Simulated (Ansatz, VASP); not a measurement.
# One calculation of HfB, two programs

INCAR

```
  PREC = Accurate
  ENCUT = 520
  EDIFF = 1E-6
  ISMEAR = 0
  SIGMA = 0.1
  LREAL = False
  LASPH = True
  NELM = 60
  ALGO = Normal
  ISIF = 2
  LWAVE = False
  LCHARG = False
  GGA = PS
  NBANDS = 14
```

File KPOINTS:

```
regular mesh
0
Gamma
  10 10 10
```

The input POSCAR:

```
HfB
1.0
    3.2668333300      0.0000000000      0.0000000000
    1.6334166650      2.8291606537      0.0000000000
    1.6334166650      0.9430535512      2.6673582444
Hf B
1 1
Direct
    0.5000000000      0.5000000000      0.5000000000
    0.0000000000      0.0000000000      0.0000000000
```

input.yaml

```yaml
crystal:
  lattice:
    - [3.26683333, 0.0, 0.0]
    - [1.633416665, 2.8291606537, 0.0]
    - [1.633416665, 0.9430535512, 2.6673582444]
  atoms:
    - { symbol: Hf, position: [0.5, 0.5, 0.5] }
    - { symbol: B, position: [0.0, 0.0, 0.0] }
kpoints:
  mp_grid: { grid: [10, 10, 10] }
scf:
  occupations: { method: gaussian, width: 0.1 }
hamiltonian:
  xc: pbesol
  pseudopotentials: { kind: all_electron, lapw: { basis_error: 0.001 } }
output:
  forces: true
  stress: true
  eigenvalues: true
```

Alike in both runs: task single point; functional PBEsol; k mesh 10 × 10 × 10; occupations gaussian, width 0.1 eV; no spin polarisation.

|  | VASP | Ansatz |
| --- | --- | --- |
| version | VASP 6.6.1 | Ansatz 0.2.0 |
| potentials or method | VASP PAW PBE potentials, release 64 (Hf_pv, B), cutoff 520 eV | all-electron LAPW, scalar-relativistic |

```tsv
	VASP	Ansatz	Ansatz less VASP
gap on the k mesh at the Fermi level (eV)	none	none	-
pressure (GPa)	24.3	23.2	-1.08
```

VASP's potentials were made for PBE, not for PBEsol. A gap of «none» marks a metal or a gap that the smearing closes. Ansatz ran all-electron here, and VASP with PAW potentials.

Neither program's run includes spin-orbit coupling.
